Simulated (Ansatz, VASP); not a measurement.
# One calculation of LiF, two programs

File INCAR:

```
  PREC = Accurate
  ENCUT = 520
  EDIFF = 1E-6
  ISMEAR = 0
  SIGMA = 0.05
  LREAL = False
  LASPH = True
  NELM = 60
  ALGO = Normal
  ISIF = 2
  LWAVE = False
  LCHARG = True
  GGA = PE
  LELF = True
  LVHAR = True
  NBANDS = 12
```

Contents of KPOINTS:

```
regular mesh
0
Gamma
  10 10 10
```

Contents of POSCAR:

```
LiF
1.0
    0.0000000000      2.0140000000      2.0140000000
    2.0140000000      0.0000000000      2.0140000000
    2.0140000000      2.0140000000      0.0000000000
Li F
1 1
Direct
   -0.1086146971     -0.1086146971      0.1086146971
    0.5000000000      0.5000000000      0.5000000000
```

Input for Ansatz:

```yaml
crystal:
  lattice:
    - [0.0, 2.014, 2.014]
    - [2.014, 0.0, 2.014]
    - [2.014, 2.014, 0.0]
  atoms:
    - { symbol: Li, position: [-0.1086146971, -0.1086146971, 0.1086146971] }
    - { symbol: F, position: [0.5, 0.5, 0.5] }
basis:
  ecutwfc: 420
kpoints:
  mp_grid: { grid: [10, 10, 10] }
hamiltonian:
  xc: pbe
scf:
  occupations: { method: gaussian, width: 0.05 }
output:
  forces: true
  stress: true
  eigenvalues: true
  write_density: true
  write_potential: true
  elf: true
  volumetric_format: npy
```

Change from the starting cell: all Li atoms moved +0.438 Å, as atom 1 towards its neighbour atom 2 (F) at 2.014 Å.

Alike in both runs: task single point; functional PBE; k mesh 10 × 10 × 10; occupations gaussian, width 0.05 eV; no spin polarisation.

```csv
,VASP,Ansatz
version,VASP 6.6.1,Ansatz 0.2.0
potentials or method,"VASP PAW PBE potentials, release 64 (Li_sv, F), cutoff 520 eV","scalar-relativistic, plane waves, PAW"
valence electrons in the cell,10,10
```

```csv
,VASP,Ansatz,Ansatz less VASP
gap on the k mesh at the Fermi level (eV),8.80,8.81,+0.007
least direct gap on the mesh (eV),8.80,8.81,+0.007
rms of the force components (eV/Å),1.448,1.353,-0.0947
```

Atom by atom the forces differ by 0.095 eV/Å (rms over components).

Noted on VASP's run: the cutoff is short for stress, so the pressure is rough.
